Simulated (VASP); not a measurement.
Set up this calculation in VASP 6.6.1, as the native input.

| Property | Result |
| --- | --- |
| Task | single point |
| Functional | LDA |
| Potentials or basis | VASP PAW LDA potentials, release 64 (Na_pv, Mg, F) |
| Cutoff | 520 eV |
| k mesh | 6 × 6 × 6 |
| Occupations | gaussian, width 0.05 eV |
| Spin | no spin polarisation |
| Dipole correction | no |
| Further INCAR settings | ALGO = Normal; EDIFF = 1e-07; NBANDS = 23 |

The structure of NaMgF3 lies in POSCAR:

```
NaMgF3
1.0
    4.0002244875      0.0000000000      0.0000000000
    0.0000000000      3.9014535125      0.0000000000
    0.0000000000      0.0000000000      3.9508390000
Na Mg F
1 1 3
Direct
    0.0000000000      0.0000000000      0.0000000000
    0.5000000000      0.5000000000      0.5000000000
    0.5000000000      0.5000000000      0.0000000000
    0.5000000000      0.0000000000      0.5000000000
    0.0000000000      0.5000000000      0.5000000000
```

This cell differs from its parent crystal: strain +0.0125 x Voigt [1, -1, 0, 0, 0, 0].

One way to write it, as run:

INCAR

```
SYSTEM = NaMgF3
PREC     = Accurate       ! precision mode
ENCUT    = 520            ! plane-wave cutoff, eV
EDIFF    = 1E-7           ! SCF threshold, eV
ISMEAR   = 0              ! smearing method
SIGMA    = 0.05           ! smearing width, eV
LREAL    = .False.        ! projectors in reciprocal space
LASPH    = .True.         ! aspherical terms in the spheres
NELM     = 80             ! most SCF steps
ALGO     = Normal         ! electronic algorithm
ISIF     = 2              ! what is computed and relaxed
LWAVE    = .False.        ! write WAVECAR
LCHARG   = .False.        ! write CHGCAR
GGA      = CA             ! functional
NBANDS   = 23             ! bands
```

KPOINTS

```
regular mesh
0
Gamma
  6 6 6
  0 0 0
```

Potentials or basis: VASP PAW LDA potentials, release 64 (Na_pv, Mg, F).

Launch:

```console
$ cat potpaw_LDA.64/Na_pv/POTCAR potpaw_LDA.64/Mg/POTCAR potpaw_LDA.64/F/POTCAR > POTCAR
$ mpirun -np 1 vasp_std > vasp.out
```

Results of the run:

```yaml
Pressure: -7.3 GPa
Band_gap_on_the_k_mesh: 5.59 eV, indirect (least direct gap 6.05 eV)
```

Caveat: the cell differs from its parent crystal (strain +0.0125 x Voigt [1, -1, 0, 0, 0, 0]).

It took 41 s on 1 thread of Intel(R) Xeon(R) Platinum 8488C (Sapphire Rapids), with other jobs on the host, peak memory 0.2 GiB.
